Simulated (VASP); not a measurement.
WSe2: single point with PBE+D3(BJ)

System: WSe2, a slab with vacuum.

```
Se W
1.0
     3.28549    0.00000    0.00000
    -1.64275    2.84532    0.00000
     0.00000    0.00000   24.23865
Se W
4 2
Direct
  0.33333 0.66667 0.18565
  0.33333 0.66667 0.32466
  0.55556 0.44444 0.47360
  0.55556 0.44444 0.61260
  0.66667 0.33333 0.25516
  0.88889 0.11111 0.54310
```

This cell differs from its parent crystal: layers slid over each other.

```yaml
Program: VASP 6.6.1
Task: single point
Functional: PBE
Dispersion: D3(BJ)
Potentials_or_basis: VASP PAW PBE potentials, release 64 (Se, W_sv)
Cutoff: 520 eV
k_mesh: 9 × 9 × 1
Occupations: gaussian, width 0.05 eV
Spin: no spin polarisation
Dipole_correction: yes
Further_INCAR_settings: ALGO = Normal; EDIFF = 1e-06; NBANDS = 35
```

```yaml
Largest_force: 0.117 eV/Å
Band_gap_on_the_k_mesh: 1.56 eV (least direct gap 1.65 eV)
Dispersion_energy_per_atom: -0.384 eV
```

Forces in eV/Å, atoms in the order of the input:
```
Se   0.001 -0.001 -0.038
Se  -0.023  0.013  0.114
Se   0.021 -0.012 -0.111
Se   0.000  0.000  0.040
W   -0.006  0.003  0.031
W    0.006 -0.004 -0.036
```

Levels at points of the mesh, in eV from the valence-band top:
```tsv
k point	band 23	band 24	band 25	band 26	band 27	band 28	band 29	band 30
(0.00, 0.00, 0.00)	-1.18	-1.18	-0.59	-0.14	2.96	2.97	2.98	2.99
```

It took 6.6 min on 1 thread of Intel Xeon 8259CL, on a shared host, peak memory 0.42 GiB.

Caveat: the cell differs from its parent crystal (layers slid over each other); spin-orbit coupling is left out, which moves the levels of the heavy elements.
